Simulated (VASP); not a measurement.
## MgB2H: single point with PBE

MgB2H:

```
Mg B H
1.0
     3.20092    0.00000    0.00000
    -1.60046    2.77208    0.00000
     0.00000    0.00000    4.72277
Mg B H
1 2 1
Direct
  0.00000 0.00000 0.50000
  0.33333 0.66667 0.00000
  0.66667 0.33333 0.00000
  0.00000 0.00000 0.00000
```

```
Program                : VASP 6.6.1
Task                   : single point
Functional             : PBE
Potentials or basis    : VASP PAW PBE potentials, release 64 (Mg, B, H)
Cutoff                 : 600 eV
k mesh                 : 6 × 6 × 4
Occupations            : gaussian, width 0.1 eV
Spin                   : no spin polarisation
Dipole correction      : no
Further INCAR settings : ALGO = Normal; EDIFF = 1e-06; NBANDS = 12
```

```yaml
Pressure: -18.0 GPa
```

Stress tensor (GPa, compression positive):
```
-22.19   0.00   0.00
  0.00 -22.19   0.00
  0.00   0.00  -9.70
```

Levels at points of the mesh, in eV from the Fermi level:
```
           k point  band 1  band 2  band 3  band 4  band 5  band 6  band 7  band 8  band 9  band 10
(0.00, 0.00, 0.00)  -13.59   -5.08   -3.57   -0.80   -0.80    2.82    4.36    4.36    6.58     7.66
(0.50, 0.00, 0.00)  -10.18   -8.95   -3.31   -1.51   -0.11    0.37    0.71    1.72    7.50     9.20
(0.00, 0.00, 0.50)  -13.39   -7.32   -0.76   -0.76    1.57    2.40    4.42    4.42    4.88     6.89
(0.50, 0.00, 0.50)  -10.06   -8.77   -3.30   -3.27   -1.89    0.25    4.81    5.64    7.46     7.91
```

It took 17 s on 1 thread of Intel Xeon 8259CL, with other jobs on the host, peak memory 0.18 GiB.

Caveat: the k points lie up to 0.38 Å⁻¹ apart.
